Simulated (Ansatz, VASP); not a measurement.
## C: VASP beside Ansatz

File INCAR:

```
SYSTEM = C
  ALGO = Normal
  EDIFF = 1E-6
  ENCUT = 520
  GGA = PS
  ISIF = 2
  ISMEAR = 0
  LASPH = .True.
  LCHARG = .False.
  LREAL = .False.
  LWAVE = .False.
  NBANDS = 11
  NELM = 80
  PREC = Accurate
  SIGMA = 0.15
```

Contents of KPOINTS:

```
k-points
0
Gamma
  14 14 8
  0 0 0
```

POSCAR

```
C
1.0
    2.1825996185     -1.2601975535      0.0000000000
    2.1825996185      1.2601975535      0.0000000000
   -1.4149059173      0.0000000000      3.5938530272
C
2
Direct
    0.8333600000      0.8333600000      0.0000900000
    0.1666400000      0.1666400000      0.9999100000
```

Input for Ansatz:

```yaml
crystal:
  lattice:
    - [2.1825996185305625, -1.260197553470432, 0.0]
    - [2.1825996185305625, 1.260197553470432, 0.0]
    - [-1.4149059172700595, 0.0, 3.5938530271785205]
  atoms:
    - { symbol: C, position: [0.83336, 0.83336, 9.0e-05] }
    - { symbol: C, position: [0.16664, 0.16664, 0.99991] }
basis:
  ecutwfc: 500.0
kpoints:
  mp_grid:
    grid: [14, 14, 8]
hamiltonian:
  xc: pbesol
scf:
  occupations:
    method: gaussian
    width: 0.15
output:
  stress: true
```

Alike in both runs: task single point; functional PBEsol; k mesh 14 × 14 × 8; occupations gaussian, width 0.15 eV; no spin polarisation.

|  | VASP | Ansatz |
| --- | --- | --- |
| version | VASP 6.6.1 | Ansatz 0.2.0 |
| potentials or method | VASP PAW PBE potentials, release 64 (C), cutoff 520 eV | plane waves, PAW |
| valence electrons in the cell | 8 | 8 |

```tsv
	VASP	Ansatz	Ansatz less VASP
pressure (GPa)	-16.8	-17.4	-0.53
traceless stress, the component that is largest in VASP (GPa)	16.92	17.53	+0.607
```

VASP's potentials were made for PBE, not for PBEsol. The functional is the same, so the differences come from potentials, cutoffs and numerics.
